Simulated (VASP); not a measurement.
Here is a VASP 6.6.1 calculation.

The input INCAR:

```
SYSTEM = Sr
PREC = Accurate ; ENCUT = 400
EDIFF = 1E-6 ; ISMEAR = 0
SIGMA = 0.1 ; LREAL = .False.
LASPH = .True. ; NELM = 120
ALGO = Normal ; ISIF = 2
LWAVE = .False. ; LCHARG = .False.
GGA = PE ; NBANDS = 17
GGA_COMPAT = .False.
```

The input KPOINTS:

```
Automatic mesh
0
Gamma
  6 6 6
  0 0 0
```

The input POSCAR:

```
Sr
1.0
    0.0000000000      4.3207610000      4.3207610000
    4.3207610000      0.0000000000      4.3207610000
    4.3207610000      4.3207610000      0.0000000000
Sr
2
Direct
    0.2500000000      0.2500000000      0.2500000000
    0.7500000000      0.7500000000      0.7500000000
```

Potentials or basis: VASP PAW PBE potentials, release 64 (Sr_sv).

Command:

```sh
$ cat potpaw_PBE.64/Sr_sv/POTCAR > POTCAR
$ mpirun -np 1 vasp_std > vasp.out
```

Task: Predict the band gap on the k mesh.

Result: Zero (band 10 reaches 1.06 eV, above the bottom of band 11 at 0.10 eV).

Task: What does it give for the pressure?

Result: -1.4 GPa.
